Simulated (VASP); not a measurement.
AlN, 4 atoms in the cell. It takes space group P6_3mc (No. 186, hexagonal). Conventional cell: a = 3.113 Å, b = 3.113 Å, c = 4.981 Å, α = 90.00°, β = 90.00°, γ = 120.00°. Within 2.5 Å of Al (site symmetry 3m) lie 4 N at 1.89 Å. N (site symmetry 3m) has 4 Al at 1.89 Å within 2.5 Å. 

* Program: VASP 6.6.1
* Task: vibrations by perturbation theory
* Functional: PBE
* Potentials or basis: VASP PAW PBE potentials, release 64 (Al, N)
* Cutoff: 520 eV
* k mesh: 8 × 8 × 4
* Occupations: gaussian, width 0.01 eV
* Spin: no spin polarisation
* Dipole correction: no
* Further INCAR settings: ALGO = Normal; EDIFF = 1e-08; IBRION = 8; NSW = 1

Potentials or basis: VASP PAW PBE potentials, release 64 (Al, N).

Command:

```bash
$ cat potpaw_PBE.64/Al/POTCAR potpaw_PBE.64/N/POTCAR > POTCAR
$ mpirun -np 1 vasp_std > vasp.out
```

Hardware: 1 thread of Intel Xeon 8259CL, on a shared host.

Task: How long does it take, and how much memory?

Result: It took 5.9 min on 1 thread of Intel Xeon 8259CL, on a shared host, peak memory 0.3 GiB. Counts: scf iterations 64, k points 30.
